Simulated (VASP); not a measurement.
# Hf7S (P-6m2) in VASP: single point with PBE

Aim: the single point of Hf7S with PBE.

Program: VASP 6.6.1. These are calculated values, not measurements. Logs are shortened: lines on timing, memory, paths and dates and some standing lists are left out, and cuts for length are marked.

## 1. The cell of the first run

Symmetry: P-6m2, No. 187, hexagonal system. The conventional cell has a = 3.267 Å, b = 3.267 Å, c = 18.607 Å, α = 90.00°, β = 90.00°, γ = 120.00°. Hf (site symmetry 3m) has 3 S at 2.62 Å and 10 Hf at 3.10 to 3.62 Å within 3.7 Å. Hf (site symmetry 3m) has 12 Hf at 3.10 to 3.27 Å within 4.1 Å. Within 4.1 Å of Hf (site symmetry 3m) lie 12 Hf at 3.13 to 3.27 Å. Hf (site symmetry -6m2) has 12 Hf at 3.13 to 3.27 Å within 4.1 Å. Within 3.5 Å of S (site symmetry -6m2) lie 6 Hf at 2.62 Å and 6 S at 3.27 Å.

## 2. Single point, PBE

INCAR

```
PREC     = Accurate       # precision mode
ENCUT    = 520            # plane-wave cutoff, eV
EDIFF    = 1E-7           # SCF threshold, eV
ISMEAR   = 0              # smearing method
SIGMA    = 0.1            # smearing width, eV
LREAL    = False          # projectors in reciprocal space
LASPH    = True           # aspherical terms in the spheres
NELM     = 60             # most SCF steps
ALGO     = Normal         # electronic algorithm
ISIF     = 2              # what is computed and relaxed
LWAVE    = False          # write WAVECAR
LCHARG   = False          # write CHGCAR
GGA      = PE             # functional
NBANDS   = 48             # bands
```

KPOINTS

```
regular mesh
0
Gamma
  12 12 2
```

POSCAR

```
Hf7S
1.0
    3.2666481295      0.0000000000      0.0000000000
   -1.6333240648      2.8290002653      0.0000000000
    0.0000000000      0.0000000000     18.6065095927
Hf S
7 1
Direct
    0.3333333333      0.6666666667      0.0973898914
    0.3333333333      0.6666666667      0.9026101086
    0.6666666667      0.3333333333      0.7700675880
    0.3333333333      0.6666666667      0.3659528195
    0.6666666667      0.3333333333      0.5000000000
    0.6666666667      0.3333333333      0.2299324120
    0.3333333333      0.6666666667      0.6340471805
    0.0000000000      0.0000000000      0.0000000000
```

Potentials or basis: VASP PAW PBE potentials, release 64 (Hf_pv, S).

On the command line:

```sh
cat potpaw_PBE.64/Hf_pv/POTCAR potpaw_PBE.64/S/POTCAR > POTCAR
mpirun -np 1 vasp_std > vasp.out
```

OUTCAR:

```text
PREC = Accurate
   ENCUT = 520
   EDIFF = 1E-7
   ISMEAR = 0
   LREAL = False
   LASPH = True
   NELM = 60
   ISIF = 2
   GGA = PE

 ion  position               nearest neighbor table
   1  0.333  0.667  0.097-   8 2.62   8 2.62   8 2.62   6 3.10   6 3.10   6 3.10   2 3.62
   2  0.333  0.667  0.903-   8 2.62   8 2.62   8 2.62   3 3.10   3 3.10   3 3.10   1 3.62
   3  0.667  0.333  0.770-   2 3.10   2 3.10   2 3.10   7 3.16   7 3.16   7 3.16
   4  0.333  0.667  0.366-   5 3.13   5 3.13   5 3.13   6 3.16   6 3.16   6 3.16
   5  0.667  0.333  0.500-   4 3.13   7 3.13   4 3.13   7 3.13   4 3.13   7 3.13
   6  0.667  0.333  0.230-   1 3.10   1 3.10   1 3.10   4 3.16   4 3.16   4 3.16
   7  0.333  0.667  0.634-   5 3.13   5 3.13   5 3.13   3 3.16   3 3.16   3 3.16
   8  0.000  0.000  0.000-   1 2.62   2 2.62   1 2.62   2 2.62   1 2.62   2 2.62

  LATTYP: Found a hexagonal cell.
 ALAT       =     3.2666481295
 C/A-ratio  =     5.6959026057

  Lattice vectors:

 A1 = (   3.2666481295,   0.0000000000,   0.0000000000)
 A2 = (  -1.6333240648,   2.8290002653,   0.0000000000)
 A3 = (   0.0000000000,   0.0000000000,  18.6065095927)

Analysis of symmetry for initial positions (statically):
=====================================================================
 Subroutine PRICEL returns:
 Original cell was already a primitive cell.

 Routine SETGRP: Setting up the symmetry group for a
 hexagonal supercell.

 Subroutine GETGRP returns: Found 12 space group operations
 (whereof 12 operations were pure point group operations)
 out of a pool of 24 trial point group operations.

The static configuration has the point symmetry D_3h.

Analysis of symmetry for dynamics (positions and initial velocities):
=====================================================================
 Subroutine PRICEL returns:
 Original cell was already a primitive cell.

 Routine SETGRP: Setting up the symmetry group for a
 hexagonal supercell.

 Subroutine GETGRP returns: Found 12 space group operations
 (whereof 12 operations were pure point group operations)
 out of a pool of 24 trial point group operations.

The dynamic configuration has the point symmetry D_3h.

 Subroutine INISYM returns: Found 12 space group operations
 (whereof 12 operations are pure point group operations),
 and found     1 'primitive' translations
[... 108 lines left out ...]
   LREAL  =      F    real-space projection
   EDIFFG = 0.1E-05   stopping-criterion for IOM
   NSW    =      0    number of steps for IOM
   IBRION =     -1    ionic relax: 0-MD 1-quasi-New 2-CG
   NFREE  =      0    steps in history (QN), initial steepest desc. (CG)
   ISIF   =      2    stress and relaxation
   ISYM   =      2    0-nonsym 1-usesym 2-fastsym
   POTIM  = 0.5000    time-step for ionic-motion
   TEBEG  =    0.0;   TEEND  =   0.0 temperature during run
   PSTRESS=    0.0 pullay stress
   NELECT =      76.0000    total number of electrons
   NUPDOWN=      -1.0000    fix difference up-down
   EMIN   =  10.00;   EMAX   =-10.00  energy-range for DOS
   EFERMI =   0.00;   METHOD = LEGACY
   ISMEAR =     0;   SIGMA  =   0.10  broadening in eV -4-tet -1-fermi 0-gaus
   EFERMI_NEDOS =   21; number of points for ismear=-14 and -15
   IALGO  =     38    algorithm
   IMIX   =      4    mixing-type and parameters
     AMIX     =   0.40;   BMIX     =  1.00
     AMIX_MAG =   1.60;   BMIX_MAG =  1.00
  volume/ion in A,a.u.               =      21.49       145.05
  Fermi-wavevector in a.u.,A,eV,Ry     =   1.247037  2.356558 21.158431  1.555101
  Thomas-Fermi vector in A             =   2.381187
   LORBIT       =      0    0 simple, 1 ext, 2 COOP (PROOUT), +10 PAW based schemes
   GGA     = PE    functional components
   LHFCALC =     F    Hartree Fock is set to
   AEXX    =    0.0000 exact exchange contribution
   IVDW    =     0    specifies the selected vdW correction
   LEPSILON=     F    determine dielectric tensor
   LRPA    =     F    only Hartree local field effects (RPA)
 non-spin polarized calculation
 Gauss-broadening in eV      SIGMA  =   0.10
  energy-cutoff  :      520.00
  volume of cell :      171.95
 maximum number of plane-waves:      4710
   NGX = 13   NGY = 13   NGZ = 69

 number of electron      75.9999993 magnetization

 Free energy of the ion-electron system (eV)
  ---------------------------------------------------
  ext. energy  EPLUGINS =         0.00000000
  ---------------------------------------------------
  free energy    TOTEN  =       -76.47772121 eV

  energy without entropy =      -76.44900316  energy(sigma->0) =      -76.46336218

 E-fermi :   5.3320     XC(G=0): -11.2590

 val. band max:        5.3305760311   @ k =   0.4167   0.1667   0.5000
 cond. band min:       5.3331402036   @ k =   0.1667  -0.0000   0.0000
 fundamental gap:      0.0025641726
 Fermi energy:         5.3320234721

 k-point     1 :       0.0000    0.0000    0.0000
  band No.  band energies     occupation
      1     -25.8446      2.00000
      2     -25.8226      2.00000
      3     -25.6968      2.00000
      4     -25.5275      2.00000
      5     -25.3033      2.00000
      6     -25.2723      2.00000
[... 1213 lines left out ...]
     47       7.2630      0.00000
     48       7.4962      0.00000

 [... further k-points ...]

------------------------ aborting loop because EDIFF is reached ----------------------------------------

  FORCE on cell =-STRESS in cart. coord.  units (eV):
  Direction    XX          YY          ZZ          XY          YZ          ZX
  --------------------------------------------------------------------------------------
  -------------------------------------------------------------------------------------
  Total       -0.5361456     -0.5361456     -0.6138507      0.0000000      0.0000000      0.0000000
  in kB       -4.9956627     -4.9956627     -5.7196980      0.0000000      0.0000000      0.0000000
  external PRESSURE =      -5.2370078 kB  Pullay stress =       0.0000000 kB

 VOLUME and BASIS-vectors are now :
 -----------------------------------------------------------------------------
  energy-cutoff  :      520.00
  volume of cell :      171.95
      direct lattice vectors                 reciprocal lattice vectors
     3.266648130  0.000000000  0.000000000     0.306124186  0.176740881  0.000000000
    -1.633324065  2.829000265  0.000000000     0.000000000  0.353481763  0.000000000
     0.000000000  0.000000000 18.606509593     0.000000000  0.000000000  0.053744631

 POSITION                                       TOTAL-FORCE (eV/Angst)
 -----------------------------------------------------------------------------------
     -0.00000      1.88600      1.81209        -0.000000      0.000000     -0.016967
     -0.00000      1.88600     16.79442        -0.000000      0.000000      0.016967
      1.63332      0.94300     14.32827        -0.000000     -0.000000      0.002490
     -0.00000      1.88600      6.80910         0.000000     -0.000000      0.005973
      1.63332      0.94300      9.30325         0.000000     -0.000000     -0.000000
      1.63332      0.94300      4.27824        -0.000000     -0.000000     -0.002490
     -0.00000      1.88600     11.79740         0.000000     -0.000000     -0.005973
      0.00000      0.00000      0.00000         0.000000     -0.000000     -0.000000
 -----------------------------------------------------------------------------------
    total drift:                                0.000000     -0.000000      0.000000

  FREE ENERGIE OF THE ION-ELECTRON SYSTEM (eV)
  ---------------------------------------------------
  free  energy   TOTEN  =       -76.4777212067 eV

  energy  without entropy=      -76.4490031589  energy(sigma->0) =      -76.46336218
```

OSZICAR:

```text
N       E                     dE             d eps       ncg     rms          rms(c)
DAV:   1     0.341312881942E+03    0.34131E+03   -0.41689E+04  3648   0.151E+03
DAV:   2    -0.541250923550E+02   -0.39544E+03   -0.38142E+03  4192   0.377E+02
DAV:   3    -0.787262636909E+02   -0.24601E+02   -0.23137E+02  4856   0.555E+01
[... 19 lines left out ...]
DAV:  23    -0.764777300317E+02    0.13080E-04   -0.82180E-05  4600   0.493E-02    0.845E-02
DAV:  24    -0.764777256284E+02    0.44034E-05   -0.19398E-05  4664   0.207E-02    0.721E-02
DAV:  25    -0.764777264422E+02   -0.81385E-06   -0.11920E-05  4160   0.177E-02    0.288E-02
DAV:  26    -0.764777207944E+02    0.56478E-05   -0.15371E-05  4616   0.219E-02    0.124E-02
DAV:  27    -0.764777212083E+02   -0.41393E-06   -0.99129E-06  4616   0.137E-02    0.157E-02
DAV:  28    -0.764777212067E+02    0.16244E-08   -0.88343E-07  4152   0.402E-03
   1 F= -.76477721E+02 E0= -.76463362E+02  d E =-.287180E-01
```

Wall time 11 min (1 thread of Intel Xeon Platinum 8259CL at 2.50GHz (Skylake/Cascade Lake), shared host); peak memory 0.4 GiB.

What came out:

```
Free energy            : -76.4777 eV
Pressure               : -0.5 GPa
Largest force          : 0.017 eV/Å
Band gap on the k mesh : zero (bands 38 and 39 overlap by 1.15 eV)
```

Forces in eV/Å, atoms in the order of the input:
```
Hf   0.000  0.000 -0.017
Hf   0.000  0.000  0.017
Hf   0.000  0.000  0.002
Hf   0.000  0.000  0.006
Hf   0.000  0.000  0.000
Hf   0.000  0.000 -0.002
Hf   0.000  0.000 -0.006
S    0.000  0.000  0.000
```

Levels at points of the mesh, in eV from the Fermi level:
```tsv
k point	band 36	band 37	band 38	band 39	band 40	band 41
(0.00, 0.00, 0.00)	0.53	0.68	0.68	0.86	0.86	0.88
(0.50, 0.00, 0.00)	-1.17	-0.77	-0.75	0.34	0.67	0.84
(0.00, 0.00, 0.50)	0.66	0.66	0.83	0.83	0.96	0.96
(0.50, 0.00, 0.50)	-1.01	-0.95	-0.93	0.42	0.75	0.86
```

Caveat: spin-orbit coupling is left out, which moves the levels of the heavy elements.
